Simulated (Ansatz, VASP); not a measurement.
# Mg in VASP and in Ansatz

File INCAR:

```
PREC = Accurate ; ENCUT = 600
EDIFF = 1E-6 ; ISMEAR = 0
SIGMA = 0.1 ; LREAL = False
LASPH = True ; NELM = 60
ALGO = Normal ; ISIF = 3
LWAVE = False ; LCHARG = False
GGA = PS ; IBRION = 2
NSW = 100 ; EDIFFG = -0.002
```

File KPOINTS:

```
Automatic mesh
0
Gamma
  15 15 8
```

The input POSCAR:

```
Mg
1.0
    3.2093000000      0.0000000000      0.0000000000
   -1.6046500000      2.7793353300      0.0000000000
    0.0000000000      0.0000000000      5.2103000000
Mg
2
Direct
    0.3333333300      0.6666666700      0.2500000000
    0.6666666700      0.3333333300      0.7500000000
```

Input for Ansatz:

```yaml
crystal:
  lattice:
    - [3.2093, 0.0, 0.0]
    - [-1.60465, 2.77933533, 0.0]
    - [0.0, 0.0, 5.2103]
  atoms:
    - { symbol: Mg, position: [0.33333333, 0.66666667, 0.25] }
    - { symbol: Mg, position: [0.66666667, 0.33333333, 0.75] }
basis:
  ecutwfc: 420
kpoints:
  mp_grid: { grid: [15, 15, 8] }
hamiltonian:
  xc: pbesol
  pseudopotentials: { kind: paw, azcp: { folder: soft_1 } }
scf:
  occupations: { method: gaussian, width: 0.1 }
output:
  forces: true
  stress: true
  eigenvalues: true
relax:
  adjacent_minimum: "off"
  f_tol: 0.002
  max_steps: 80
  cell: { stress_tol: 0.02 }
```

Alike in both runs: task relaxation of cell and atoms; functional PBEsol; k mesh 15 × 15 × 8; occupations gaussian, width 0.1 eV; no spin polarisation.

|  | VASP | Ansatz |
| --- | --- | --- |
| version | VASP 6.6.1 | Ansatz 0.2.0 |
| potentials or method | VASP PAW PBE potentials, release 64 (Mg), cutoff 600 eV | scalar-relativistic, plane waves, PAW |
| valence electrons in the cell | 4 | 20 |

Ansatz gave:

- gap on the k mesh at the Fermi level, each at its own relaxed structure (eV): none
- relaxed volume (Å³/atom): 22.49
- relaxed cell length with the largest relative difference (Å): 5.108

Q: Estimate VASP's values.

A: gap on the k mesh at the Fermi level, each at its own relaxed structure (eV): none; relaxed volume (Å³/atom): 22.47; relaxed cell length with the largest relative difference (Å): 5.106.

VASP's potentials were made for PBE, not for PBEsol, and Ansatz warns of the same on its side. A gap of «none» marks a metal or a gap that the smearing closes. VASP's potentials hold 4 valence electrons a cell and Ansatz's 20, so a difference there can come from the potentials and not from the codes.
